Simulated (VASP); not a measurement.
# P (R-3m) in VASP: further runs

The runs below take P through single point, with PBE.

Everything below comes from runs of VASP 6.6.1. Logs are shortened: lines on timing, memory, paths and dates and some standing lists are left out, and cuts for length are marked.

**1. The cell of the first run**

The typed cell holds 2 atoms: a = 3.615 Å, b = 3.615 Å, c = 3.615 Å, α = 33.59°, β = 33.59°, γ = 33.59°.

This isn't the form of P at room conditions, which is orthorhombic.

**2. Single point, PBE**

Input file INCAR:

```
SYSTEM = P
ALGO     = Normal         ! electronic algorithm
EDIFF    = 1E-6           ! SCF threshold, eV
ENCUT    = 520            ! plane-wave cutoff, eV
GGA      = PE             ! functional
ISIF     = 2              ! what is computed and relaxed
ISMEAR   = -1             ! smearing method
LASPH    = .TRUE.         ! aspherical terms in the spheres
LCHARG   = .FALSE.        ! write CHGCAR
LREAL    = .FALSE.        ! projectors in reciprocal space
LWAVE    = .FALSE.        ! write WAVECAR
NBANDS   = 12             ! bands
NELM     = 100            ! most SCF steps
PREC     = Accurate       ! precision mode
SIGMA    = 0.05           ! smearing width, eV
```

Input file KPOINTS:

```
k-points
0
G
  15 15 15
  0 0 0
```

Input file POSCAR:

```
P
1.0
    1.0446323086     -0.6031187446      3.4079196487
    0.0000000000      1.2062374892      3.4079196487
   -1.0446323086     -0.6031187446      3.4079196487
P
2
Direct
    0.2500001350      0.2500001350      0.2500001350
   -0.2500001350     -0.2500001350     -0.2500001350
```

Potentials or basis: VASP PAW PBE potentials, release 64 (P).

On the command line:

```console
cat potpaw_PBE.64/P/POTCAR > POTCAR
mpirun -np 1 vasp_std > vasp.out
```

OUTCAR:

```text
SYSTEM = P
   EDIFF = 1E-6
   ENCUT = 520
   GGA = PE
   ISIF = 2
   ISMEAR = -1
   LASPH = .TRUE.
   LREAL = .FALSE.
   NELM = 100
   PREC = Accurate

 ion  position               nearest neighbor table
   1  0.250  0.250  0.250-   2 2.09   2 2.09   2 2.09   2 2.09   2 2.09   2 2.09   2 2.95   2 2.95
                             2 2.95
   2  0.750  0.750  0.750-   1 2.09   1 2.09   1 2.09   1 2.09   1 2.09   1 2.09   1 2.95   1 2.95
                             1 2.95

  LATTYP: Found a trigonal (rhomboedric) cell.
 ALAT       =     3.6150968469
 COS(alpha) =     0.8329997850

  Lattice vectors:

 A1 = (   1.0446323086,  -0.6031187446,   3.4079196487)
 A2 = (   0.0000000000,   1.2062374892,   3.4079196487)
 A3 = (  -1.0446323086,  -0.6031187446,   3.4079196487)

Analysis of symmetry for initial positions (statically):
=====================================================================
 Subroutine PRICEL returns following result:

  LATTYP: Found a trigonal (rhomboedric) cell.
 ALAT       =     2.0877014563
 COS(alpha) =     0.4992498915

  Lattice vectors:

 A1 = (   1.0446323086,   0.6031187446,   1.7039625848)
 A2 = (  -1.0446323086,   0.6031187446,   1.7039570639)
 A3 = (   0.0000000000,  -1.2062374892,   1.7039625848)

   2 primitive cells build up your supercell.

 Routine SETGRP: Setting up the symmetry group for a
 trigonal (rhombohedral) supercell.

 Subroutine GETGRP returns: Found 12 space group operations
 (whereof 12 operations were pure point group operations)
 out of a pool of 12 trial point group operations.

The static configuration has the point symmetry D_3d.

Analysis of symmetry for dynamics (positions and initial velocities):
=====================================================================
 Subroutine PRICEL returns following result:

  LATTYP: Found a trigonal (rhomboedric) cell.
 ALAT       =     2.0877014563
 COS(alpha) =     0.4992498915

  Lattice vectors:

 A1 = (   1.0446323086,   0.6031187446,   1.7039625848)
 A2 = (  -1.0446323086,   0.6031187446,   1.7039570639)
 A3 = (   0.0000000000,  -1.2062374892,   1.7039625848)

   2 primitive cells build up your supercell.

 Routine SETGRP: Setting up the symmetry group for a
 trigonal (rhombohedral) supercell.

 Subroutine GETGRP returns: Found 12 space group operations
 (whereof 12 operations were pure point group operations)
 out of a pool of 12 trial point group operations.

The dynamic configuration has the point symmetry D_3d.

 Subroutine INISYM returns: Found 12 space group operations
 (whereof 12 operations are pure point group operations),
 and found     2 'primitive' translations

----------------------------------------------------------------------------------------

                                     Primitive cell

  volume of cell :       6.4414

  direct lattice vectors                    reciprocal lattice vectors
     1.044632309  0.603118745  1.703962585     0.478636795  0.276341679  0.195622660
    -1.044632309  0.603118745  1.703957064    -0.478637829  0.276341679  0.195622660
     0.000000000 -1.206237489  1.703962585    -0.000000517 -0.552682463  0.195622660

  length of vectors
     2.087701456  2.087696950  2.087701456     0.586281613  0.586282457  0.586281613

  position of ions in fractional coordinates (direct lattice)
     0.500000000  0.500000000  0.500000000

  ion indices of the primitive-cell ions
   primitive index   ion index
                 1           1

----------------------------------------------------------------------------------------

 KPOINTS: k-points

Automatic generation of k-mesh.
 Grid dimensions read from file:
 generate k-points for:   15   15   15

 Generating k-lattice:

  Cartesian coordinates                     Fractional coordinates (reciprocal lattice)
     0.031909154 -0.018422759  0.006520759     0.066666667 -0.000000000 -0.000000000
     0.000000000  0.036845517  0.006520759    -0.000000000  0.066666667 -0.000000000
    -0.031909154 -0.018422759  0.006520759    -0.000000000 -0.000000000  0.066666667

  Length of vectors
     0.037418077  0.037418077  0.037418077

  Shift w.r.t. Gamma in fractional coordinates (k-lattice)
     0.000000000  0.000000000  0.000000000

 Subroutine IBZKPT returns following result:
 ===========================================

 Found    344 irreducible k-points:

 Following reciprocal coordinates:
            Coordinates               Weight
  0.000000  0.000000  0.000000      1.000000
  0.066667 -0.000000  0.000000      6.000000
  0.133333  0.000000 -0.000000      6.000000
  0.200000 -0.000000  0.000000      6.000000
  0.266667  0.000000 -0.000000      6.000000
  0.333333 -0.000000  0.000000      6.000000
[... 16 lines left out ...]
  0.133333  0.133333  0.000000      6.000000
  0.200000  0.133333  0.000000     12.000000
 [... further k-points ...]
   k-points           NKPTS =    344   k-points in BZ     NKDIM =    344   number of bands    NBANDS=     12
   number of dos      NEDOS =    301   number of ions     NIONS =      2
   total plane-waves  NPLWV =  21952
   dimension x,y,z NGX =    28 NGY =   28 NGZ =   28
   dimension x,y,z NGXF=    56 NGYF=   56 NGZF=   56
   ions per type =               2
   NGX,Y,Z   is equivalent  to a cutoff of  12.88, 12.88, 12.88 a.u.
   NGXF,Y,Z  is equivalent  to a cutoff of  25.75, 25.75, 25.75 a.u.
 SYSTEM =  P
   PREC   = accura    normal or accurate (medium, high low for compatibility)
   ISTART =      0    job   : 0-new  1-cont  2-samecut
   ICHARG =      2    charge: 1-file 2-atom 10-const
   ISPIN  =      1    spin polarized calculation?
   LNONCOLLINEAR =      F non collinear calculations
   LSORBIT =      F    spin-orbit coupling
   LASPH  =      T    aspherical Exc in radial PAW
   ENCUT  =  520.0 eV  38.22 Ry    6.18 a.u.   6.72  6.72  6.72*2*pi/ulx,y,z
   NELM   =    100;   NELMIN=  2; NELMDL= -5     # of ELM steps
   EDIFF  = 0.1E-05   stopping-criterion for ELM
   LREAL  =      F    real-space projection
   EDIFFG = 0.1E-04   stopping-criterion for IOM
   NSW    =      0    number of steps for IOM
   IBRION =     -1    ionic relax: 0-MD 1-quasi-New 2-CG
   NFREE  =      0    steps in history (QN), initial steepest desc. (CG)
   ISIF   =      2    stress and relaxation
   ISYM   =      2    0-nonsym 1-usesym 2-fastsym
   POTIM  = 0.5000    time-step for ionic-motion
   TEBEG  =    0.0;   TEEND  =   0.0 temperature during run
   PSTRESS=    0.0 pullay stress
   NELECT =      10.0000    total number of electrons
   NUPDOWN=      -1.0000    fix difference up-down
   EMIN   =  10.00;   EMAX   =-10.00  energy-range for DOS
   EFERMI =   0.00;   METHOD = LEGACY
   ISMEAR =    -1;   SIGMA  =   0.05  broadening in eV -4-tet -1-fermi 0-gaus
   EFERMI_NEDOS =   21; number of points for ismear=-14 and -15
   IALGO  =     38    algorithm
   IMIX   =      4    mixing-type and parameters
     AMIX     =   0.40;   BMIX     =  1.00
     AMIX_MAG =   1.60;   BMIX_MAG =  1.00
  volume/ion in A,a.u.               =       6.44        43.47
  Fermi-wavevector in a.u.,A,eV,Ry     =   1.504547  2.843182 30.799003  2.263663
  Thomas-Fermi vector in A             =   2.615513
   LORBIT       =      0    0 simple, 1 ext, 2 COOP (PROOUT), +10 PAW based schemes
   GGA     = PE    functional components
   LHFCALC =     F    Hartree Fock is set to
   AEXX    =    0.0000 exact exchange contribution
   IVDW    =     0    specifies the selected vdW correction
   LEPSILON=     F    determine dielectric tensor
   LRPA    =     F    only Hartree local field effects (RPA)
 non-spin polarized calculation
  energy-cutoff  :      520.00
  volume of cell :       12.88
 maximum number of plane-waves:       358
   NGX = 13   NGY = 13   NGZ = 13

 number of electron      10.0000001 magnetization

 Free energy of the ion-electron system (eV)
  ---------------------------------------------------
  ext. energy  EPLUGINS =         0.00000000
  ---------------------------------------------------
  free energy    TOTEN  =         0.23150903 eV

  energy without entropy =        0.23438217  energy(sigma->0) =        0.23294560

 E-fermi :  25.8954     XC(G=0): -15.3248

 val. band max:       25.8948338127   @ k =  -0.4000   0.3333   0.0667
 cond. band min:      25.9226539239   @ k =  -0.4667   0.3333   0.0667
 fundamental gap:      0.0278201111
 Fermi energy:        25.8953886155

 k-point     1 :       0.0000    0.0000    0.0000
  band No.  band energies     occupation
      1      -2.0549      2.00000
      2       9.0805      2.00000
      3      10.5650      2.00000
      4      37.3459      0.00000
      5      37.3459      0.00000
      6      38.8187      0.00000
      7      38.8187      0.00000
      8      39.2580      0.00000
      9      39.2580      0.00000
     10      39.3235      0.00000
     11      44.0115      0.00000
     12      44.0285      0.00000

 k-point     2 :       0.0667   -0.0000    0.0000
  band No.  band energies     occupation
      1      -1.8565      2.00000
      2       9.1032      2.00000
      3      10.9075      2.00000
      4      34.2221      0.00000
      5      35.8577      0.00000
      6      36.9998      0.00000
      7      38.1829      0.00000
      8      38.9707      0.00000
      9      39.1970      0.00000
     10      40.6564      0.00000
     11      43.9932      0.00000
     12      45.3087      0.00000

 k-point     3 :       0.1333    0.0000   -0.0000
  band No.  band energies     occupation
      1      -1.2623      2.00000
      2       9.2913      2.00000
      3      11.8072      2.00000
      4      29.8446      0.00000
      5      33.3044      0.00000
      6      34.1500      0.00000
      7      36.3470      0.00000
      8      38.1174      0.00000
      9      38.1450      0.00000
     10      43.4102      0.00000
     11      43.8826      0.00000
     12      45.9858      0.00000
[... 286 lines left out ...]
 k-point    23 :       0.1333    0.1333    0.0000
  band No.  band energies     occupation
      1      -1.1902      2.00000
      2       8.4427      2.00000
      3      12.7811      2.00000
      4      30.7945      0.00000
      5      31.7135      0.00000
      6      33.2997      0.00000
      7      37.2259      0.00000
      8      38.0627      0.00000
      9      38.1182      0.00000
     10      44.3903      0.00000
     11      44.9781      0.00000
     12      46.5119      0.00000

 k-point    24 :       0.2000    0.1333    0.0000
  band No.  band energies     occupation
      1      -0.5626      2.00000
      2       8.5427      2.00000
      3      13.8182      2.00000
      4      28.6206      0.00000
      5      29.4331      0.00000
      6      30.6154      0.00000
      7      35.3087      0.00000
      8      38.6091      0.00000
      9      38.9853      0.00000
     10      44.5149      0.00000
     11      44.6033      0.00000
     12      46.0057      0.00000

 [... further k-points ...]

------------------------ aborting loop because EDIFF is reached ----------------------------------------

  FORCE on cell =-STRESS in cart. coord.  units (eV):
  Direction    XX          YY          ZZ          XY          YZ          ZX
  --------------------------------------------------------------------------------------
  -------------------------------------------------------------------------------------
  Total       28.9623498     28.9623498     28.9290291     -0.0000000     -0.0000000      0.0000000
  in kB     3601.9485079   3601.9485082   3597.8045223     -0.0000000     -0.0000000      0.0000000
  external PRESSURE =    3600.5671795 kB  Pullay stress =       0.0000000 kB

 VOLUME and BASIS-vectors are now :
 -----------------------------------------------------------------------------
  energy-cutoff  :      520.00
  volume of cell :       12.88
      direct lattice vectors                 reciprocal lattice vectors
     1.044632309 -0.603118745  3.407919649     0.478637312 -0.276341381  0.097811383
     0.000000000  1.206237489  3.407919649     0.000000000  0.552682762  0.097811383
    -1.044632309 -0.603118745  3.407919649    -0.478637312 -0.276341381  0.097811383

 POSITION                                       TOTAL-FORCE (eV/Angst)
 -----------------------------------------------------------------------------------
      0.00000      0.00000      2.55594         0.000000      0.000000      0.000000
      0.00000      0.00000      7.66782         0.000000      0.000000     -0.000000
 -----------------------------------------------------------------------------------
    total drift:                               -0.000000      0.000000     -0.000000

  FREE ENERGIE OF THE ION-ELECTRON SYSTEM (eV)
  ---------------------------------------------------
  free  energy   TOTEN  =         0.2315090317 eV

  energy  without entropy=        0.2343821657  energy(sigma->0) =        0.23294560
```

It took 66 s on 1 thread of Intel Xeon 8259CL, shared host; peak memory 0.18 GiB.

What came out:

- Free energy: 0.2315 eV
- Pressure: 360.1 GPa
- Band gap on the k mesh: zero (bands 5 and 6 overlap by 16.55 eV)

Stress tensor (GPa, compression positive):
```
360.19   0.00   0.00
  0.00 360.19   0.00
  0.00   0.00 359.78
```

Caveat: the cell stands under pressure.

**3. Single point, PBE (6.44 Å³/atom)**

Input file INCAR:

```
SYSTEM = P
  PREC = Accurate
  ENCUT = 520
  EDIFF = 1E-6
  ISMEAR = -1
  SIGMA = 0.05
  LREAL = .FALSE.
  LASPH = .TRUE.
  NELM = 100
  ALGO = Normal
  ISIF = 2
  LWAVE = .FALSE.
  LCHARG = .FALSE.
  GGA = PE
  NBANDS = 12
```

Input file KPOINTS:

```
Automatic mesh
0
G
  15 15 15
  0 0 0
```

Input file POSCAR:

```
P
1.0
    1.0446323086     -0.6031187446      3.4079196486
    0.0000000000      1.2062374892      3.4079196486
   -1.0446323086     -0.6031187446      3.4079196486
P
2
Direct
    0.2500001350      0.2500001350      0.2500001350
   -0.2500001350     -0.2500001350     -0.2500001350
```

Potentials or basis: VASP PAW PBE potentials, release 64 (P).

On the command line:

```console
cat potpaw_PBE.64/P/POTCAR > POTCAR
mpirun -np 1 vasp_std > vasp.out
```

Wall time 99 s (1 thread of Intel Xeon 8259CL, shared host); peak memory 0.18 GiB.

It converged, with:

- Free energy: 0.2315 eV
- Pressure: 360.1 GPa
- Band gap on the k mesh: zero (bands 5 and 6 overlap by 16.55 eV)

Stress tensor (GPa, compression positive):
```
360.19   0.00   0.00
  0.00 360.19   0.00
  0.00   0.00 359.78
```

Levels at points of the mesh, in eV from the Fermi level:
```tsv
k point	band 1	band 2	band 3	band 4	band 5	band 6	band 7	band 8	band 9	band 10
(0.00, 0.00, 0.00)	-27.95	-16.81	-15.33	11.45	11.45	12.92	12.92	13.36	13.36	13.43
```

Caveat: the cell stands under pressure.
